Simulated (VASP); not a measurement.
Runs of VASP 6.6.1 on CuO. The structure is that of space group P4/mmm (No. 123), or close to it. The cells are those of the table. 

```csv
task,level,potentials or basis,cell,cutoff (eV),second run,k mesh for the DOS,occupations for the DOS,gap on the mesh (eV),pressure (GPa),relaxed volume (Å³/atom)
single point,PBE+D3(BJ),"VASP PAW PBE potentials, release 64 (Cu, O)","a = 4.134, b = 4.134, c = 3.877 Å, 6 atoms",520,-,-,-,none,0.6,-
single point,PBEsol,"VASP PAW PBE potentials, release 64 (Cu, O)","a = 4.111, b = 4.111, c = 3.840 Å, 6 atoms",520,-,-,-,none,0.7,-
single point,LDA,"VASP PAW LDA potentials, release 64 (Cu, O)","a = 4.161, b = 4.161, c = 3.888 Å, 6 atoms",520,-,-,-,none,-10.8,-
single point,PBE+D3(BJ),"VASP PAW PBE potentials, release 64 (Cu, O)","a = 4.147, b = 4.147, c = 3.876 Å, 6 atoms",520,-,-,-,none,0.0,-
single point,PBEsol,"VASP PAW PBE potentials, release 64 (Cu_sv_GW, O)","a = 4.161, b = 4.161, c = 3.888 Å, 6 atoms",700,valence_matched,-,-,none,-8.2,-
relaxation of cell and atoms,PBEsol,"VASP PAW PBE potentials, release 64 (Cu, O)","relaxed from a = 4.161, b = 4.161, c = 3.888 Å, 6 atoms",600,-,-,-,none,0.1,(a)
single point,PBEsol,"VASP PAW PBE potentials, release 64 (Cu_sv_GW, O)","a = 4.111, b = 4.111, c = 3.840 Å, 6 atoms",700,valence_matched,-,-,none,-2.7,-
relaxation of cell and atoms,LDA,"VASP PAW LDA potentials, release 64 (Cu, O)","relaxed from a = 4.161, b = 4.161, c = 3.888 Å, 6 atoms",600,-,-,-,none,0.0,10.39
single point,LDA,"VASP PAW LDA potentials, release 64 (Cu, O)","a = 4.043, b = 4.043, c = 3.807 Å, 6 atoms",520,-,-,-,none,(b),-
single point,revPBE,"VASP PAW PBE potentials, release 64 (Cu, O)","a = 4.161, b = 4.161, c = 3.888 Å, 6 atoms",520,-,-,-,none,5.9,-
single point,PBE,"VASP PAW PBE potentials, release 64 (Cu, O)","a = 4.223, b = 4.223, c = 3.862 Å, 6 atoms",520,-,-,-,none,0.6,-
```

Alike in all rows: no spin polarisation; k mesh 7 × 7 × 7; smearing fermi-dirac 0.05 eV.

Task: Fill in the values left out.

Result: (a) 10.83; (b) 0.9.

Caveats: an odd number of electrons without spin polarisation forces a metal; a magnetic or distorted state may lie lower; semilocal functionals often make such compounds metallic where correlation or magnetic order opens a gap, which also shifts bond lengths; the PAW data sets were made with another functional, which shifts forces and pressure a little (some runs); pairwise dispersion overbinds metals, which lowers pressure and volume (some runs); three body term missing (some runs).

A gap of «none» marks levels without a gap at the run's occupations.

The runs don't all hold the same shells in valence.
